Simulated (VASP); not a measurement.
GaN:

```
CELL_PARAMETERS angstrom
0.00000 2.14938 2.14938
2.14938 0.00000 2.14938
2.14938 2.14938 0.00000
ATOMIC_POSITIONS crystal
Ga 0.00000 0.00000 0.00000
N 0.50000 0.50000 0.50000
```

This cell differs from its parent crystal: volume scaled by 1.02.

Base run:

* Program: VASP 6.6.1
* Functional: PBEsol
* Potentials or basis: VASP PAW PBE potentials, release 64 (Ga_d, N)
* Cutoff: 520 eV
* k mesh: 11 × 11 × 11
* Occupations: fermi-dirac, width 0.05 eV
* Spin: no spin polarisation

Its results: band gap on the k mesh 0.35 eV, indirect (least direct gap 2.14 eV); pressure -10.9 GPa.

Q: The run is repeated on the same cell with these changes: functional from PBEsol to r2SCAN; further incar settings from ALGO = Normal; EDIFF = 1e-07; NBANDS = 16 to ALGO = Normal; EDIFF = 1e-06; NBANDS = 16. What comes out?

A: Band gap on the k mesh 0.91 eV, indirect (least direct gap 2.67 eV); pressure -11.5 GPa.

Caveats: the PAW data sets were made with another functional, which shifts forces and pressure a little.

A k mesh can miss the band edges.
